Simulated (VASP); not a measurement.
# LaZn (Pm-3m) in VASP: a series of runs

LaZn is run at these levels: LDA; tasks: single point.

All numbers are computed with VASP 6.6.1; they aren't measurements. Logs are shortened: lines on timing, memory, paths and dates and some standing lists are left out, and cuts for length are marked.

### 1 The cell of the first run

The structure is cubic, space group Pm-3m (No. 221). The conventional cell has a = 3.673 Å, b = 3.673 Å, c = 3.673 Å, α = 90.00°, β = 90.00°, γ = 90.00°. La (site symmetry m-3m) has 8 Zn at 3.18 Å and 6 La at 3.67 Å within 4.2 Å. Zn (site symmetry m-3m) has 8 La at 3.18 Å and 6 Zn at 3.67 Å within 4.2 Å.

### 2 Single point, LDA

Input file INCAR:

```
SYSTEM = LaZn
  ALGO = Normal
  EDIFF = 1E-7
  ENCUT = 520
  ISIF = 2
  ISMEAR = -1
  LASPH = .TRUE.
  LCHARG = .TRUE.
  LELF = .TRUE.
  LREAL = .FALSE.
  LVHAR = .TRUE.
  LWAVE = .FALSE.
  NBANDS = 18
  NELM = 60
  PREC = Accurate
  SIGMA = 0.1
```

Input file KPOINTS:

```
k-points
0
G
  8 8 8
  0 0 0
```

Input file POSCAR:

```
LaZn
1.0
    3.6734479077      0.0000000000      0.0000000000
    0.0000000000      3.6734479077      0.0000000000
    0.0000000000      0.0000000000      3.6734479077
La Zn
1 1
Direct
    0.5000000000      0.5000000000      0.5000000000
    0.0000000000      0.0000000000      0.0000000000
```

Potentials or basis: VASP PAW LDA potentials, release 64 (La, Zn).

Launch:

```
> cat potpaw_LDA.64/La/POTCAR potpaw_LDA.64/Zn/POTCAR > POTCAR
> mpirun -np 1 vasp_std > vasp.out
```

OUTCAR:

```text
SYSTEM = LaZn
   EDIFF = 1E-7
   ENCUT = 520
   ISIF = 2
   ISMEAR = -1
   LASPH = .TRUE.
   LREAL = .FALSE.
   NELM = 60
   PREC = Accurate

 ion  position               nearest neighbor table
   1  0.500  0.500  0.500-   2 3.18   2 3.18   2 3.18   2 3.18   2 3.18   2 3.18   2 3.18   2 3.18

   2  0.000  0.000  0.000-   1 3.18   1 3.18   1 3.18   1 3.18   1 3.18   1 3.18   1 3.18   1 3.18

  LATTYP: Found a simple cubic cell.
 ALAT       =     3.6734479077

  Lattice vectors:

 A1 = (   3.6734479077,   0.0000000000,   0.0000000000)
 A2 = (   0.0000000000,   3.6734479077,   0.0000000000)
 A3 = (   0.0000000000,   0.0000000000,   3.6734479077)

Analysis of symmetry for initial positions (statically):
=====================================================================
 Subroutine PRICEL returns:
 Original cell was already a primitive cell.

 Routine SETGRP: Setting up the symmetry group for a
 simple cubic supercell.

 Subroutine GETGRP returns: Found 48 space group operations
 (whereof 48 operations were pure point group operations)
 out of a pool of 48 trial point group operations.

The static configuration has the point symmetry O_h .

Analysis of symmetry for dynamics (positions and initial velocities):
=====================================================================
 Subroutine PRICEL returns:
 Original cell was already a primitive cell.

 Routine SETGRP: Setting up the symmetry group for a
 simple cubic supercell.

 Subroutine GETGRP returns: Found 48 space group operations
 (whereof 48 operations were pure point group operations)
 out of a pool of 48 trial point group operations.

The dynamic configuration has the point symmetry O_h .

 Subroutine INISYM returns: Found 48 space group operations
 (whereof 48 operations are pure point group operations),
 and found     1 'primitive' translations

----------------------------------------------------------------------------------------

                                     Primitive cell

  volume of cell :      49.5703

  direct lattice vectors                    reciprocal lattice vectors
     3.673447908  0.000000000  0.000000000     0.272223814  0.000000000  0.000000000
     0.000000000  3.673447908  0.000000000     0.000000000  0.272223814  0.000000000
     0.000000000  0.000000000  3.673447908     0.000000000  0.000000000  0.272223814

  length of vectors
     3.673447908  3.673447908  3.673447908     0.272223814  0.272223814  0.272223814

  position of ions in fractional coordinates (direct lattice)
     0.500000000  0.500000000  0.500000000
     0.000000000  0.000000000  0.000000000

  ion indices of the primitive-cell ions
   primitive index   ion index
                 1           1
                 2           2

----------------------------------------------------------------------------------------

 KPOINTS: k-points

Automatic generation of k-mesh.
 Grid dimensions read from file:
 generate k-points for:    8    8    8

 Generating k-lattice:

  Cartesian coordinates                     Fractional coordinates (reciprocal lattice)
     0.034027977  0.000000000  0.000000000     0.125000000  0.000000000  0.000000000
     0.000000000  0.034027977  0.000000000     0.000000000  0.125000000  0.000000000
     0.000000000  0.000000000  0.034027977     0.000000000  0.000000000  0.125000000

  Length of vectors
     0.034027977  0.034027977  0.034027977

  Shift w.r.t. Gamma in fractional coordinates (k-lattice)
     0.000000000  0.000000000  0.000000000

 Subroutine IBZKPT returns following result:
 ===========================================

 Found     35 irreducible k-points:

 Following reciprocal coordinates:
            Coordinates               Weight
  0.000000  0.000000  0.000000      1.000000
  0.125000  0.000000  0.000000      6.000000
  0.250000  0.000000  0.000000      6.000000
  0.375000  0.000000  0.000000      6.000000
  0.500000  0.000000  0.000000      3.000000
  0.125000  0.125000  0.000000     12.000000
[... 16 lines left out ...]
  0.375000  0.375000  0.125000     24.000000
  0.500000  0.375000  0.125000     24.000000
 [... further k-points ...]
   k-points           NKPTS =     35   k-points in BZ     NKDIM =     35   number of bands    NBANDS=     18
   number of dos      NEDOS =    301   number of ions     NIONS =      2
   total plane-waves  NPLWV =  21952
   dimension x,y,z NGX =    28 NGY =   28 NGZ =   28
   dimension x,y,z NGXF=    56 NGYF=   56 NGZF=   56
   ions per type =               1   1
   NGX,Y,Z   is equivalent  to a cutoff of  12.67, 12.67, 12.67 a.u.
   NGXF,Y,Z  is equivalent  to a cutoff of  25.34, 25.34, 25.34 a.u.
 SYSTEM =  LaZn
   PREC   = accura    normal or accurate (medium, high low for compatibility)
   ISTART =      0    job   : 0-new  1-cont  2-samecut
   ICHARG =      2    charge: 1-file 2-atom 10-const
   ISPIN  =      1    spin polarized calculation?
   LNONCOLLINEAR =      F non collinear calculations
   LSORBIT =      F    spin-orbit coupling
   LASPH  =      T    aspherical Exc in radial PAW
   ENCUT  =  520.0 eV  38.22 Ry    6.18 a.u.   6.83  6.83  6.83*2*pi/ulx,y,z
   NELM   =     60;   NELMIN=  2; NELMDL= -5     # of ELM steps
   EDIFF  = 0.1E-06   stopping-criterion for ELM
   LREAL  =      F    real-space projection
   EDIFFG = 0.1E-05   stopping-criterion for IOM
   NSW    =      0    number of steps for IOM
   IBRION =     -1    ionic relax: 0-MD 1-quasi-New 2-CG
   NFREE  =      0    steps in history (QN), initial steepest desc. (CG)
   ISIF   =      2    stress and relaxation
   ISYM   =      2    0-nonsym 1-usesym 2-fastsym
   POTIM  = 0.5000    time-step for ionic-motion
   TEBEG  =    0.0;   TEEND  =   0.0 temperature during run
   PSTRESS=    0.0 pullay stress
   NELECT =      23.0000    total number of electrons
   NUPDOWN=      -1.0000    fix difference up-down
   EMIN   =  10.00;   EMAX   =-10.00  energy-range for DOS
   EFERMI =   0.00;   METHOD = LEGACY
   ISMEAR =    -1;   SIGMA  =   0.10  broadening in eV -4-tet -1-fermi 0-gaus
   EFERMI_NEDOS =   21; number of points for ismear=-14 and -15
   IALGO  =     38    algorithm
   IMIX   =      4    mixing-type and parameters
     AMIX     =   0.40;   BMIX     =  1.00
     AMIX_MAG =   1.60;   BMIX_MAG =  1.00
  volume/ion in A,a.u.               =      24.79       167.26
  Fermi-wavevector in a.u.,A,eV,Ry     =   1.267390  2.395020 21.854726  1.606277
  Thomas-Fermi vector in A             =   2.400540
   LORBIT       =      0    0 simple, 1 ext, 2 COOP (PROOUT), +10 PAW based schemes
   GGA     = CA    functional components
   LHFCALC =     F    Hartree Fock is set to
   AEXX    =    0.0000 exact exchange contribution
   IVDW    =     0    specifies the selected vdW correction
   LEPSILON=     F    determine dielectric tensor
   LRPA    =     F    only Hartree local field effects (RPA)
 non-spin polarized calculation
  energy-cutoff  :      520.00
  volume of cell :       49.57
 maximum number of plane-waves:      1357
 NGX is ok and might be reduce to    28
   NGX = 13   NGY = 13   NGZ = 13

 number of electron      22.9999999 magnetization

 Free energy of the ion-electron system (eV)
  ---------------------------------------------------
  ext. energy  EPLUGINS =         0.00000000
  ---------------------------------------------------
  free energy    TOTEN  =        -8.01365257 eV

  energy without entropy =       -7.93939080  energy(sigma->0) =       -7.97652169

 E-fermi :   6.5409     XC(G=0): -10.6514

 val. band max:        6.5251447901   @ k =   0.3750   0.0000   0.0000
 cond. band min:       6.5507791245   @ k =   0.2500   0.1250   0.0000
 fundamental gap:      0.0256343344
 Fermi energy:         6.5409009271

 k-point     1 :       0.0000    0.0000    0.0000
  band No.  band energies     occupation
      1     -26.0005      2.00000
      2      -9.3453      2.00000
      3      -9.3453      2.00000
      4      -9.3453      2.00000
      5      -0.6616      2.00000
      6      -0.6616      2.00000
[... 10 lines left out ...]
     17       8.4614      0.00000
     18       8.4614      0.00000

 k-point     2 :       0.1250    0.0000    0.0000
  band No.  band energies     occupation
      1     -25.9875      2.00000
      2      -9.5123      2.00000
      3      -9.3320      2.00000
      4      -9.3320      2.00000
      5      -0.6534      2.00000
      6      -0.6285      2.00000
[... 10 lines left out ...]
     17       8.4726      0.00000
     18       8.4729      0.00000

 k-point     3 :       0.2500    0.0000    0.0000
  band No.  band energies     occupation
      1     -25.9560      2.00000
      2      -9.8880      2.00000
      3      -9.2996      2.00000
      4      -9.2996      2.00000
      5      -0.6337      2.00000
      6      -0.5522      2.00000
[... 10 lines left out ...]
     17       8.5033      0.00000
     18       8.5044      0.00000

 k-point     4 :       0.3750    0.0000    0.0000
  band No.  band energies     occupation
      1     -25.9241      2.00000
      2     -10.2323      2.00000
      3      -9.2668      2.00000
      4      -9.2668      2.00000
      5      -0.6140      2.00000
      6      -0.4926      2.00000
[... 10 lines left out ...]
     17       8.5336      0.00000
     18       8.5347      0.00000

 k-point     5 :       0.5000    0.0000    0.0000
  band No.  band energies     occupation
      1     -25.9108      2.00000
      2     -10.3673      2.00000
      3      -9.2531      2.00000
      4      -9.2531      2.00000
      5      -0.6058      2.00000
      6      -0.4905      2.00000
[... 10 lines left out ...]
     17       8.5448      0.00000
     18       8.5709      0.00000

 k-point     6 :       0.1250    0.1250    0.0000
  band No.  band energies     occupation
      1     -25.9747      2.00000
      2      -9.5143      2.00000
      3      -9.4775      2.00000
      4      -9.3184      2.00000
      5      -0.6351      2.00000
      6      -0.6096      2.00000
[... 307 lines left out ...]
 k-point    21 :       0.3750    0.2500    0.1250
  band No.  band energies     occupation
      1     -25.8696      2.00000
      2     -10.1176      2.00000
      3      -9.7366      2.00000
      4      -9.3606      2.00000
      5      -0.5751      2.00000
      6      -0.5610      2.00000
[... 10 lines left out ...]
     17       8.6359      0.00000
     18       8.7064      0.00000

 k-point    22 :       0.5000    0.2500    0.1250
  band No.  band energies     occupation
      1     -25.8568      2.00000
      2     -10.2445      2.00000
      3      -9.7150      2.00000
      4      -9.3443      2.00000
      5      -0.5857      2.00000
      6      -0.5619      2.00000
[... 10 lines left out ...]
     17       8.6692      0.00000
     18       8.7022      0.00000

 k-point    23 :       0.3750    0.3750    0.1250
  band No.  band energies     occupation
      1     -25.8394      2.00000
      2     -10.0654      2.00000
      3     -10.0374      2.00000
      4      -9.3215      2.00000
      5      -0.5951      2.00000
      6      -0.5651      2.00000
[... 10 lines left out ...]
     17       8.6991      0.00000
     18       8.7637      0.00000

 k-point    24 :       0.5000    0.3750    0.1250
  band No.  band energies     occupation
      1     -25.8268      2.00000
      2     -10.1755      2.00000
      3     -10.0240      2.00000
      4      -9.3051      2.00000
      5      -0.6048      2.00000
      6      -0.5727      2.00000
[... 10 lines left out ...]
     17       8.7392      0.00000
     18       8.8323      0.00000

 [... further k-points ...]
[... 5 lines left out ...]
  --------------------------------------------------------------------------------------
  -------------------------------------------------------------------------------------
  Total       -0.3070959     -0.3070959     -0.3070959      0.0000000     -0.0000000      0.0000000
  in kB       -9.9257413     -9.9257413     -9.9257413      0.0000000     -0.0000000      0.0000000
  external PRESSURE =      -9.9257413 kB  Pullay stress =       0.0000000 kB

 VOLUME and BASIS-vectors are now :
 -----------------------------------------------------------------------------
  energy-cutoff  :      520.00
  volume of cell :       49.57
      direct lattice vectors                 reciprocal lattice vectors
     3.673447908  0.000000000  0.000000000     0.272223814  0.000000000  0.000000000
     0.000000000  3.673447908  0.000000000     0.000000000  0.272223814  0.000000000
     0.000000000  0.000000000  3.673447908     0.000000000  0.000000000  0.272223814

 POSITION                                       TOTAL-FORCE (eV/Angst)
 -----------------------------------------------------------------------------------
      1.83672      1.83672      1.83672         0.000000      0.000000      0.000000
      0.00000      0.00000      0.00000         0.000000      0.000000      0.000000
 -----------------------------------------------------------------------------------
    total drift:                               -0.000000      0.000000      0.000000

  FREE ENERGIE OF THE ION-ELECTRON SYSTEM (eV)
  ---------------------------------------------------
  free  energy   TOTEN  =        -8.0136525696 eV

  energy  without entropy=       -7.9393908042  energy(sigma->0) =       -7.97652169
```

Wall time 24 s (1 thread of Intel Xeon Platinum 8259CL at 2.50GHz (Skylake/Cascade Lake), shared host); peak memory 0.17 GiB.

What came out:

```
Free energy : -8.0137 eV
Pressure    : -1.0 GPa
```

Caveat: spin-orbit coupling is left out, which moves the levels of the heavy elements.

### 3 Single point, LDA

This run uses another cell than the first one, of 25.31 Å³/atom, 1.021 times its volume.

Input file INCAR:

```
SYSTEM = LaZn
PREC = Accurate ; ENCUT = 520
EDIFF = 1E-6 ; ISMEAR = -1
SIGMA = 0.1 ; LREAL = .False.
LASPH = .True. ; NELM = 80
ALGO = Normal ; ISIF = 2
LWAVE = .False. ; LCHARG = .False.
GGA = CA ; NBANDS = 18
```

Input file KPOINTS:

```
Automatic mesh
0
Gamma
  8 8 8
  0 0 0
```

Input file POSCAR:

```
LaZn
1.0
    3.6993181115      0.0000000000      0.0000000000
    0.0000000000      3.6993181115      0.0000000000
    0.0000000000      0.0000000000      3.6993181115
La Zn
1 1
Direct
    0.5000000000      0.5000000000      0.5000000000
    0.0000000000      0.0000000000      0.0000000000
```

Potentials or basis: VASP PAW LDA potentials, release 64 (La, Zn).

Launch:

```
> cat potpaw_LDA.64/La/POTCAR potpaw_LDA.64/Zn/POTCAR > POTCAR
> mpirun -np 1 vasp_std > vasp.out
```

Wall time 21 s (1 thread of Intel Xeon Platinum 8259CL at 2.50GHz (Skylake/Cascade Lake), shared host); peak memory 0.17 GiB.

Results (log left out):

* Free energy: -8.0036 eV
* Pressure: -2.1 GPa

Levels at points of the mesh, in eV from the Fermi level:
```tsv
k point	band 8	band 9	band 10	band 11	band 12	band 13	band 14	band 15	band 16	band 17
(0.00, 0.00, 0.00)	-7.02	-7.02	-6.12	-0.41	-0.41	1.73	1.73	1.73	1.86	1.86
(0.50, 0.00, 0.00)	-7.00	-6.97	-3.26	-2.55	0.09	1.20	1.20	1.57	1.79	1.94
(0.50, 0.50, 0.00)	-7.09	-6.89	-4.33	0.40	0.56	0.56	1.68	1.85	1.85	2.22
(0.50, 0.50, 0.50)	-6.89	-6.89	-2.17	-2.17	-2.17	-1.65	1.90	1.90	1.90	2.17
```

Caveat: spin-orbit coupling is left out, which moves the levels of the heavy elements.

### 4 Single point, LDA

This run uses another cell than the first one, of 25.84 Å³/atom, 1.043 times its volume.

Input file INCAR:

```
SYSTEM = LaZn
  PREC = Accurate
  ENCUT = 520
  EDIFF = 1E-6
  ISMEAR = -1
  SIGMA = 0.1
  LREAL = .False.
  LASPH = .True.
  NELM = 60
  ALGO = Normal
  ISIF = 2
  LWAVE = .False.
  LCHARG = .False.
  GGA = CA
  NBANDS = 18
```

KPOINTS is that of step 3.

Input file POSCAR:

```
LaZn
1.0
    3.7248314564      0.0000000000      0.0000000000
    0.0000000000      3.7248314564      0.0000000000
    0.0000000000      0.0000000000      3.7248314564
La Zn
1 1
Direct
    0.5000000000      0.5000000000      0.5000000000
    0.0000000000      0.0000000000      0.0000000000
```

Launch:

```
> cat potpaw_LDA.64/La/POTCAR potpaw_LDA.64/Zn/POTCAR > POTCAR
> mpirun -np 1 vasp_std > vasp.out
```

Wall time 20 s (1 thread of Intel Xeon Platinum 8259CL at 2.50GHz (Skylake/Cascade Lake), shared host); peak memory 0.17 GiB.

It converged, with:

```
Free energy : -7.9869 eV
Pressure    : -3.0 GPa
```

Levels at points of the mesh, in eV from the Fermi level:
```
           k point  band 9  band 10  band 11  band 12  band 13  band 14  band 15  band 16
(0.00, 0.00, 0.00)   -6.99    -6.07    -0.40    -0.40     1.67     1.67     1.67     1.81
(0.50, 0.00, 0.00)   -6.95    -3.29    -2.53     0.10     1.19     1.19     1.53     1.73
(0.50, 0.50, 0.00)   -6.87    -4.27     0.37     0.54     0.54     1.63     1.79     1.79
(0.50, 0.50, 0.50)   -6.87    -2.11    -2.11    -2.11    -1.66     1.84     1.84     1.84
```

Caveat: spin-orbit coupling is left out, which moves the levels of the heavy elements.

### 5 Overview

```csv
cell,gap on the mesh (eV),pressure (GPa)
"a = 3.673 Å, 2 atoms",none,-1.0
"a = 3.699 Å, 2 atoms",none,-2.1
"a = 3.725 Å, 2 atoms",none,-3.0
```

Alike in all rows: task single point; level LDA; potentials or basis VASP PAW LDA potentials, release 64 (La, Zn); no spin polarisation; k mesh 8 × 8 × 8; cutoff (eV) 520; smearing fermi-dirac 0.1 eV.

Caveats: spin-orbit coupling is left out, which moves the levels of the heavy elements.

Total energies depend on the potentials used, so only differences within one code and one set of settings carry meaning.
